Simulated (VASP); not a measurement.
# ZnS (wurtzite type) (P6_3mc) in VASP: relaxation of cell and atoms with PBE

Aim: the relaxation of cell and atoms of ZnS (wurtzite type) with PBE.

Everything below comes from runs of VASP 6.6.1. Logs are shortened: lines on timing, memory, paths and dates and some standing lists are left out, and cuts for length are marked.

### 1 The cell of the first run

The structure is hexagonal, space group P6_3mc (No. 186). The conventional cell has a = 3.449 Å, b = 3.449 Å, c = 5.622 Å, α = 90.00°, β = 90.00°, γ = 120.00°. Zn (site symmetry 3m) has 4 S at 2.11 Å within 2.8 Å. Within 2.8 Å of S (site symmetry 3m) lie 4 Zn at 2.11 Å.

### 2 Relaxation of cell and atoms, PBE, target pressure 37 GPa, at which the enthalpy is minimised

Input file INCAR:

```
SYSTEM = ZnS
PREC = Accurate ; ENCUT = 600
EDIFF = 1E-6 ; ISMEAR = -1
SIGMA = 0.1 ; LREAL = .False.
LASPH = .True. ; NELM = 100
ALGO = Normal ; ISIF = 3
LWAVE = .False. ; LCHARG = .False.
GGA = PE ; IBRION = 2
NSW = 60 ; EDIFFG = -0.005
PSTRESS = 370.0
```

Input file KPOINTS:

```
regular mesh
0
Gamma
  10 10 6
  0 0 0
```

Input file POSCAR:

```
ZnS
1.0
    3.4492157819      0.0000000000      0.0000000000
   -1.7246078909      2.9871084902      0.0000000000
    0.0000000000      0.0000000000      5.6222217245
Zn S
2 2
Direct
    0.3333333333      0.6666666667      0.0000000000
    0.6666666667      0.3333333333      0.5000000000
    0.3333333333      0.6666666667      0.3760000000
    0.6666666667      0.3333333333      0.8760000000
```

Potentials or basis: VASP PAW PBE potentials, release 64 (Zn, S).

Launch:

```
$ cat potpaw_PBE.64/Zn/POTCAR potpaw_PBE.64/S/POTCAR > POTCAR
$ mpirun -np 1 vasp_std > vasp.out
```

OUTCAR:

```text
SYSTEM = ZnS
   PREC = Accurate
   ENCUT = 600
   EDIFF = 1E-6
   ISMEAR = -1
   LREAL = .False.
   LASPH = .True.
   NELM = 100
   ISIF = 3
   GGA = PE
   IBRION = 2
   NSW = 60
   EDIFFG = -0.005
   PSTRESS = 370.0

 ion  position               nearest neighbor table
   1  0.333  0.667  0.000-   4 2.11   4 2.11   4 2.11   3 2.11
   2  0.667  0.333  0.500-   3 2.11   3 2.11   3 2.11   4 2.11
   3  0.333  0.667  0.376-   2 2.11   2 2.11   2 2.11   1 2.11
   4  0.667  0.333  0.876-   1 2.11   1 2.11   1 2.11   2 2.11

  LATTYP: Found a hexagonal cell.
 ALAT       =     3.4492157819
 C/A-ratio  =     1.6300000000

  Lattice vectors:

 A1 = (   3.4492157819,   0.0000000000,   0.0000000000)
 A2 = (  -1.7246078909,   2.9871084902,   0.0000000000)
 A3 = (   0.0000000000,   0.0000000000,   5.6222217245)

Analysis of symmetry for initial positions (statically):
=====================================================================
 Subroutine PRICEL returns:
 Original cell was already a primitive cell.

 Routine SETGRP: Setting up the symmetry group for a
 hexagonal supercell.

 Subroutine GETGRP returns: Found 12 space group operations
 (whereof  6 operations were pure point group operations)
 out of a pool of 24 trial point group operations.

The static configuration has the point symmetry C_3v.
 The point group associated with its full space group is C_6v.

Analysis of symmetry for dynamics (positions and initial velocities):
=====================================================================
 Subroutine PRICEL returns:
 Original cell was already a primitive cell.

 Routine SETGRP: Setting up the symmetry group for a
 hexagonal supercell.

 Subroutine GETGRP returns: Found 12 space group operations
 (whereof  6 operations were pure point group operations)
 out of a pool of 24 trial point group operations.

The dynamic configuration has the point symmetry C_3v.
 The point group associated with its full space group is C_6v.

 Subroutine INISYM returns: Found 12 space group operations
 (whereof  6 operations are pure point group operations),
 and found     1 'primitive' translations

----------------------------------------------------------------------------------------

                                     Primitive cell

  volume of cell :      57.9268

  direct lattice vectors                    reciprocal lattice vectors
     3.449215782  0.000000000  0.000000000     0.289920974  0.167385953  0.000000000
    -1.724607891  2.987108490  0.000000000     0.000000000  0.334771905  0.000000000
     0.000000000  0.000000000  5.622221725     0.000000000  0.000000000  0.177865628

  length of vectors
     3.449215782  3.449215782  5.622221725     0.334771905  0.334771905  0.177865628

  position of ions in fractional coordinates (direct lattice)
[... 101 lines left out ...]
   IMIX   =      4    mixing-type and parameters
     AMIX     =   0.40;   BMIX     =  1.00
     AMIX_MAG =   1.60;   BMIX_MAG =  1.00
  volume/ion in A,a.u.               =      14.48        97.73
  Fermi-wavevector in a.u.,A,eV,Ry     =   1.397063  2.640066 26.555635  1.951784
  Thomas-Fermi vector in A             =   2.520356
   LORBIT       =      0    0 simple, 1 ext, 2 COOP (PROOUT), +10 PAW based schemes
   GGA     = PE    functional components
   LHFCALC =     F    Hartree Fock is set to
   AEXX    =    0.0000 exact exchange contribution
   IVDW    =     0    specifies the selected vdW correction
   LEPSILON=     F    determine dielectric tensor
   LRPA    =     F    only Hartree local field effects (RPA)
 conjugate gradient relaxation of ions
 non-spin polarized calculation
  energy-cutoff  :      600.00
  volume of cell :       57.93
 maximum number of plane-waves:      1960
 NGX is ok and might be reduce to    28
   NGX = 13   NGY = 13   NGZ = 23

--------------------------------------- Ionic step        1  -------------------------------------------

 number of electron      36.0000015 magnetization

 Free energy of the ion-electron system (eV)
  ---------------------------------------------------
  ext. energy  EPLUGINS =         0.00000000
  ---------------------------------------------------
  free energy    TOTEN  =       -11.12515365 eV

  energy without entropy =      -11.12515362  energy(sigma->0) =      -11.12515363

------------------------ aborting loop because EDIFF is reached ----------------------------------------

  FORCE on cell =-STRESS in cart. coord.  units (eV):
  Direction    XX          YY          ZZ          XY          YZ          ZX
  --------------------------------------------------------------------------------------
  -------------------------------------------------------------------------------------
  Total       17.2316696     17.2316696     17.8691317      0.0000000     -0.0000000      0.0000000
  in kB      476.6050193    476.6050193    494.2363701      0.0000000     -0.0000000      0.0000000
  external PRESSURE =     112.4821362 kB  Pullay stress =     370.0000000 kB
[... 27 lines left out ...]
--------------------------------------- Ionic step        2  -------------------------------------------

 number of electron      36.0000005 magnetization

 E-fermi :   5.3959     XC(G=0): -10.4264

 val. band max:        3.8337446461   @ k =   0.0000   0.0000   0.0000
 cond. band min:       6.7987170893   @ k =   0.0000   0.0000   0.0000
 fundamental gap:      2.9649724432
 Fermi energy:         5.3959285030

 k-point     1 :       0.0000    0.0000    0.0000
  band No.  band energies     occupation
      1     -10.6415      2.00000
      2      -9.3761      2.00000
      3      -3.3321      2.00000
      4      -3.3120      2.00000
      5      -3.3120      2.00000
      6      -3.2034      2.00000
[... 666 lines left out ...]
  energy  without entropy=      -11.9225773654  energy(sigma->0) =      -11.92257738

  enthalpy is  TOTEN    =         2.1523804214 eV   P V=       14.0749578068

[... ionic steps 4 to 8 ...]

--------------------------------------- Ionic step        9  -------------------------------------------

 number of electron      36.0000016 magnetization

------------------------ aborting loop because EDIFF is reached ----------------------------------------
[... 75 lines left out ...]
--------------------------------------- Ionic step       11  -------------------------------------------

 number of electron      36.0000017 magnetization

 Free energy of the ion-electron system (eV)
  ---------------------------------------------------
  ext. energy  EPLUGINS =         0.00000000
  ---------------------------------------------------
  free energy    TOTEN  =       -11.88600208 eV

  energy without entropy =      -11.88600205  energy(sigma->0) =      -11.88600207

 E-fermi :   6.5122     XC(G=0): -10.9185

 val. band max:        5.0432126397   @ k =   0.0000   0.0000   0.0000
 cond. band min:       8.0744070314   @ k =   0.5000   0.0000   0.3333
 fundamental gap:      3.0311943916
 Fermi energy:         6.5121894132

 k-point     1 :       0.0000    0.0000    0.0000
  band No.  band energies     occupation
      1     -10.3875      2.00000
      2      -8.9505      2.00000
      3      -2.8711      2.00000
      4      -2.7636      2.00000
      5      -2.7636      2.00000
      6      -2.6241      2.00000
[... 626 lines left out ...]
  energy  without entropy=      -11.8860020500  energy(sigma->0) =      -11.88600207

  enthalpy is  TOTEN    =         2.1431085814 eV   P V=       14.0291106644

 reached required accuracy - stopping structural energy minimisation
```

OSZICAR:

```text
N       E                     dE             d eps       ncg     rms          rms(c)
DAV:   1     0.266545412716E+03    0.26655E+03   -0.19854E+04  2464   0.243E+03
DAV:   2     0.118695050172E+02   -0.25468E+03   -0.24838E+03  2542   0.431E+02
[... 104 lines left out ...]
DAV:   1    -0.118843005524E+02    0.10700E-01   -0.76636E-01  2584   0.647E+00    0.517E-01
DAV:   2    -0.118862423030E+02   -0.19418E-02   -0.25470E-02  2956   0.161E+00    0.182E-01
DAV:   3    -0.118860880541E+02    0.15425E-03   -0.72268E-04  2806   0.274E-01    0.123E-01
DAV:   4    -0.118859943316E+02    0.93723E-04   -0.34906E-04  2866   0.158E-01    0.386E-02
DAV:   5    -0.118860021620E+02   -0.78305E-05   -0.10094E-04  2608   0.845E-02    0.259E-02
DAV:   6    -0.118860020830E+02    0.79036E-07   -0.14359E-06  2046   0.162E-02
  11 F= 0.21431086E+01 E0= 0.21431086E+01  d E =-.398412E-03
```

It took 6.5 min on 1 thread of AMD EPYC 9R45 (Zen 5), shared host; peak memory 0.21 GiB.

What came out:

| Quantity | Value |
| --- | --- |
| Free energy | -11.8860 eV |
| Relaxed volume | 15.19 Å³/atom |
| Relaxed cell | a = 3.468 Å, b = 3.468 Å, c = 5.833 Å, α = 90.00°, β = 90.00°, γ = 120.00° |
| Space group after relaxing (to 0.1 Å) | P6_3mc (No. 186) |
| Energy change on relaxing (the run minimises the enthalpy) | -190.2 meV/atom |
| Ionic steps | 11 |
| Pressure after relaxing | 37.0 GPa |
| Band gap on the k mesh | 3.03 eV (least direct gap 3.29 eV) |

Step by step:
| step | energy change (eV) | largest force (eV/Å) | pressure (GPa) | volume (Å³) |
| --- | --- | --- | --- | --- |
| 1 | 0.0000 | 0.0967 | 48.25 | 57.93 |
| 2 | -1.8245 | 0.0622 | 19.98 | 66.87 |
| 3 | -0.7974 | 0.0861 | 36.62 | 60.95 |
| 4 | -0.7774 | 0.0865 | 36.90 | 60.86 |
| 5 | -0.7636 | 0.0867 | 37.17 | 60.80 |
| 6 | -0.7641 | 0.0886 | 36.99 | 60.79 |
| 7 | -0.7622 | 0.0881 | 37.18 | 60.76 |
| 8 | -0.7429 | 0.0595 | 37.15 | 60.68 |
| 9 | -0.7563 | 0.0754 | 37.06 | 60.73 |
| 10 | -0.7698 | 0.2570 | 36.75 | 60.81 |
| 11 | -0.7608 | 0.0002 | 37.00 | 60.75 |

Final structure:
```
CELL_PARAMETERS angstrom
3.46770 0.00000 0.00000
-1.73385 3.00312 0.00000
0.00000 0.00000 5.83345
ATOMIC_POSITIONS crystal
Zn 0.33333 0.66667 0.00478
Zn 0.66667 0.33333 0.50478
S 0.33333 0.66667 0.37122
S 0.66667 0.33333 0.87122
```

Levels at points of the mesh, in eV from the valence-band top:
```
           k point  band 16  band 17  band 18  band 19  band 20  band 21
(0.00, 0.00, 0.00)    -0.31     0.00     0.00     3.29     3.74     5.95
(0.50, 0.00, 0.00)    -3.27    -2.74    -1.30     3.33     4.55     4.71
(0.00, 0.00, 0.50)    -0.69    -0.69    -0.69     4.29     4.29     6.60
(0.50, 0.00, 0.50)    -2.57    -2.37    -2.37     3.27     3.27     4.85
```

Caveat: the cell is relaxed towards a set pressure, so the run minimises the enthalpy, not the energy. A k mesh can miss the band edges.
